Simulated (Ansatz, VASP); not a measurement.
# One calculation of TiO, two programs

```
Ti O
1.0
     4.98909    0.00000    0.00000
    -2.49454    4.32068    0.00000
     0.00000    0.00000    2.87331
Ti O
3 3
Cartesian
  2.4945 1.4402 1.4367
  0.0000 2.8805 1.4367
  0.0000 0.0000 0.0000
  1.5106 2.6164 0.0000
  1.9679 0.0000 0.0000
  -0.9839 1.7043 0.0000
```

Alike in both runs: task single point; functional PBEsol; k mesh 6 × 6 × 6; occupations gaussian, width 0.1 eV; no spin polarisation.

```csv
,VASP,Ansatz
version,VASP 6.6.1,Ansatz 0.2.0
potentials or method,"VASP PAW PBE potentials, release 64 (Ti_sv, O), cutoff 520 eV","scalar-relativistic, plane waves, PAW"
valence electrons in the cell,54,54
```

Ansatz gave:

* gap on the k mesh at the Fermi level (eV): none
* pressure (GPa): -5.8
* traceless stress, the component that is largest in VASP (GPa): -0.71
* rms of the force components (eV/Å): 0.007

Problem. Which values does VASP return?

Solution. gap on the k mesh at the Fermi level (eV): none; pressure (GPa): -5.0; traceless stress, the component that is largest in VASP (GPa): -0.76; rms of the force components (eV/Å): 0.002.

VASP's potentials were made for PBE, not for PBEsol. Atom by atom the forces differ by 0.005 eV/Å (rms over components). A gap of «none» marks a metal or a gap that the smearing closes.

The k mesh is coarse, so the values compare programs but aren't converged.
